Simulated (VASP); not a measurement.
# In3Se (Pm-3m) in VASP: a series of runs, part 2 of 2

VASP 6.6.1. Earlier steps stand in the parts before.

## Step 3: Single point, PBE

This run uses another cell than the first one, of 32.40 Å³/atom.

INCAR reads:

```
SYSTEM = In3Se
  ALGO = Normal
  EDIFF = 1E-7
  ENCUT = 520
  GGA = PE
  ISIF = 2
  ISMEAR = 0
  LASPH = .TRUE.
  LCHARG = .TRUE.
  LELF = .TRUE.
  LREAL = .FALSE.
  LVHAR = .TRUE.
  LWAVE = .FALSE.
  NBANDS = 30
  NELM = 60
  PREC = Accurate
  SIGMA = 0.1
```

KPOINTS reads:

```
k-points
0
G
  4 4 4
  0 0 0
```

POSCAR reads:

```
In3Se
1.0
    5.0605743100      0.0000000000      0.0000000000
    0.0000000000      5.0605743100      0.0000000000
    0.0000000000      0.0000000000      5.0605743100
In Se
3 1
Direct
    0.0000000000      0.5000000000      0.5000000000
    0.5000000000      0.0000000000      0.5000000000
    0.5000000000      0.5000000000      0.0000000000
    0.0000000000      0.0000000000      0.0000000000
```

Potentials or basis: VASP PAW PBE potentials, release 64 (In_d, Se).

Launch:

```sh
$ cat potpaw_PBE.64/In_d/POTCAR potpaw_PBE.64/Se/POTCAR > POTCAR
$ mpirun -np 1 vasp_std > vasp.out
```

OUTCAR:

```text
SYSTEM = In3Se
   EDIFF = 1E-7
   ENCUT = 520
   GGA = PE
   ISIF = 2
   ISMEAR = 0
   LASPH = .TRUE.
   LREAL = .FALSE.
   NELM = 60
   PREC = Accurate

 ion  position               nearest neighbor table
   1  0.000  0.500  0.500-   2 3.58   3 3.58   3 3.58   2 3.58   2 3.58   3 3.58   3 3.58   2 3.58

   2  0.500  0.000  0.500-   1 3.58   3 3.58   3 3.58   1 3.58   3 3.58   3 3.58   1 3.58   1 3.58

   3  0.500  0.500  0.000-   1 3.58   2 3.58   1 3.58   2 3.58   2 3.58   2 3.58   1 3.58   1 3.58

   4  0.000  0.000  0.000-

  LATTYP: Found a simple cubic cell.
 ALAT       =     5.0605743100

  Lattice vectors:

 A1 = (   5.0605743100,   0.0000000000,   0.0000000000)
 A2 = (   0.0000000000,   5.0605743100,   0.0000000000)
 A3 = (   0.0000000000,   0.0000000000,   5.0605743100)

Analysis of symmetry for initial positions (statically):
=====================================================================
 Subroutine PRICEL returns:
 Original cell was already a primitive cell.

 Routine SETGRP: Setting up the symmetry group for a
 simple cubic supercell.

 Subroutine GETGRP returns: Found 48 space group operations
 (whereof 48 operations were pure point group operations)
 out of a pool of 48 trial point group operations.

The static configuration has the point symmetry O_h .

Analysis of symmetry for dynamics (positions and initial velocities):
=====================================================================
 Subroutine PRICEL returns:
 Original cell was already a primitive cell.

 Routine SETGRP: Setting up the symmetry group for a
 simple cubic supercell.

 Subroutine GETGRP returns: Found 48 space group operations
 (whereof 48 operations were pure point group operations)
 out of a pool of 48 trial point group operations.
[... 104 lines left out ...]
   EFERMI =   0.00;   METHOD = LEGACY
   ISMEAR =     0;   SIGMA  =   0.10  broadening in eV -4-tet -1-fermi 0-gaus
   EFERMI_NEDOS =   21; number of points for ismear=-14 and -15
   IALGO  =     38    algorithm
   IMIX   =      4    mixing-type and parameters
     AMIX     =   0.40;   BMIX     =  1.00
     AMIX_MAG =   1.60;   BMIX_MAG =  1.00
  volume/ion in A,a.u.               =      32.40       218.64
  Fermi-wavevector in a.u.,A,eV,Ry     =   1.150657  2.174426 18.014269  1.324011
  Thomas-Fermi vector in A             =   2.287319
   LORBIT       =      0    0 simple, 1 ext, 2 COOP (PROOUT), +10 PAW based schemes
   GGA     = PE    functional components
   LHFCALC =     F    Hartree Fock is set to
   AEXX    =    0.0000 exact exchange contribution
   IVDW    =     0    specifies the selected vdW correction
   LEPSILON=     F    determine dielectric tensor
   LRPA    =     F    only Hartree local field effects (RPA)
 non-spin polarized calculation
 Gauss-broadening in eV      SIGMA  =   0.10
  energy-cutoff  :      520.00
  volume of cell :      129.60
 maximum number of plane-waves:      3532
 NGX is ok and might be reduce to    40
   NGX = 19   NGY = 19   NGZ = 19

 number of electron      45.0000013 magnetization

 Free energy of the ion-electron system (eV)
  ---------------------------------------------------
  ext. energy  EPLUGINS =         0.00000000
  ---------------------------------------------------
  free energy    TOTEN  =       -11.40018444 eV

  energy without entropy =      -11.39208870  energy(sigma->0) =      -11.39613657

 E-fermi :   4.5496     XC(G=0):  -9.0344

 val. band max:        4.4001124502   @ k =   0.5000   0.2500   0.2500
 cond. band min:       4.5912675972   @ k =   0.5000   0.0000   0.0000
 fundamental gap:      0.1911551470
 Fermi energy:         4.5495708308

 k-point     1 :       0.0000    0.0000    0.0000
  band No.  band energies     occupation
      1     -10.2350      2.00000
      2     -10.2350      2.00000
      3     -10.2350      2.00000
      4     -10.2182      2.00000
      5     -10.1576      2.00000
      6     -10.1576      2.00000
[... 319 lines left out ...]
     29      11.5742      0.00000
     30      11.7124      0.00000

------------------------ aborting loop because EDIFF is reached ----------------------------------------

  FORCE on cell =-STRESS in cart. coord.  units (eV):
  Direction    XX          YY          ZZ          XY          YZ          ZX
  --------------------------------------------------------------------------------------
  -------------------------------------------------------------------------------------
  Total       -2.8556890     -2.8556890     -2.8556890      0.0000000     -0.0000000      0.0000000
  in kB      -35.3038496    -35.3038496    -35.3038496      0.0000000     -0.0000000      0.0000000
  external PRESSURE =     -35.3038496 kB  Pullay stress =       0.0000000 kB

 VOLUME and BASIS-vectors are now :
 -----------------------------------------------------------------------------
  energy-cutoff  :      520.00
  volume of cell :      129.60
      direct lattice vectors                 reciprocal lattice vectors
     5.060574310  0.000000000  0.000000000     0.197606030  0.000000000  0.000000000
     0.000000000  5.060574310  0.000000000     0.000000000  0.197606030  0.000000000
     0.000000000  0.000000000  5.060574310     0.000000000  0.000000000  0.197606030

 POSITION                                       TOTAL-FORCE (eV/Angst)
 -----------------------------------------------------------------------------------
      0.00000      2.53029      2.53029         0.000000      0.000000      0.000000
      2.53029      0.00000      2.53029         0.000000      0.000000      0.000000
      2.53029      2.53029      0.00000         0.000000      0.000000      0.000000
      0.00000      0.00000      0.00000         0.000000      0.000000      0.000000
 -----------------------------------------------------------------------------------
    total drift:                               -0.000000     -0.000000     -0.000000

  FREE ENERGIE OF THE ION-ELECTRON SYSTEM (eV)
  ---------------------------------------------------
  free  energy   TOTEN  =       -11.4001844395 eV

  energy  without entropy=      -11.3920887033  energy(sigma->0) =      -11.39613657
```

OSZICAR:

```text
N       E                     dE             d eps       ncg     rms          rms(c)
DAV:   1     0.401440882980E+03    0.40144E+03   -0.21311E+04   600   0.178E+03
DAV:   2     0.307290730929E+02   -0.37071E+03   -0.36218E+03   606   0.437E+02
DAV:   3    -0.977700758049E+01   -0.40506E+02   -0.38827E+02   770   0.157E+02
DAV:   4    -0.118487994462E+02   -0.20718E+01   -0.20674E+01   672   0.365E+01
DAV:   5    -0.119381215835E+02   -0.89322E-01   -0.89314E-01   840   0.693E+00    0.347E+00
DAV:   6    -0.114012933148E+02    0.53683E+00   -0.16392E+00   880   0.708E+00    0.183E+00
DAV:   7    -0.114041833821E+02   -0.28901E-02   -0.16898E-01   672   0.162E+00    0.825E-01
DAV:   8    -0.114006434337E+02    0.35399E-02   -0.14400E-02   794   0.681E-01    0.208E-01
DAV:   9    -0.114001493195E+02    0.49411E-03   -0.42508E-03   772   0.295E-01    0.114E-01
DAV:  10    -0.114001968701E+02   -0.47551E-04   -0.84496E-04   816   0.167E-01    0.303E-02
DAV:  11    -0.114001834509E+02    0.13419E-04   -0.18929E-04   784   0.682E-02    0.769E-03
DAV:  12    -0.114001849861E+02   -0.15352E-05   -0.21693E-05   738   0.203E-02    0.659E-03
DAV:  13    -0.114001848488E+02    0.13725E-06   -0.14811E-06   720   0.717E-03    0.487E-03
DAV:  14    -0.114001845852E+02    0.26364E-06   -0.16944E-07   490   0.227E-03    0.196E-03
DAV:  15    -0.114001844010E+02    0.18417E-06   -0.22726E-07   508   0.250E-03    0.162E-03
DAV:  16    -0.114001844395E+02   -0.38427E-07   -0.35843E-08   414   0.188E-03
   1 F= -.11400184E+02 E0= -.11396137E+02  d E =-.809574E-02
```

stdout:

```text
POSCAR found type information on POSCAR InSe
 POSCAR found :  2 types and       4 ions
 scaLAPACK will be used
 LDA part: xc-table for (Slater+PW92), standard interpolation
 POSCAR, INCAR and KPOINTS ok, starting setup
 FFT: planning ... GRIDC
 FFT: planning ... GRID_SOFT
 FFT: planning ... GRID
 WAVECAR not read
 entering main loop
```

Wall time 57 s (1 thread of AMD EPYC 7R43 (Zen 3), shared host); peak memory 0.21 GiB.

What came out:

* Free energy: -11.4002 eV
* Pressure: -3.5 GPa
* Band gap on the k mesh: zero (an odd number of electrons rules out a gap without spin polarisation)

Caveat: the cell stands under tension; spin-orbit coupling is left out, which moves the levels of the heavy elements.
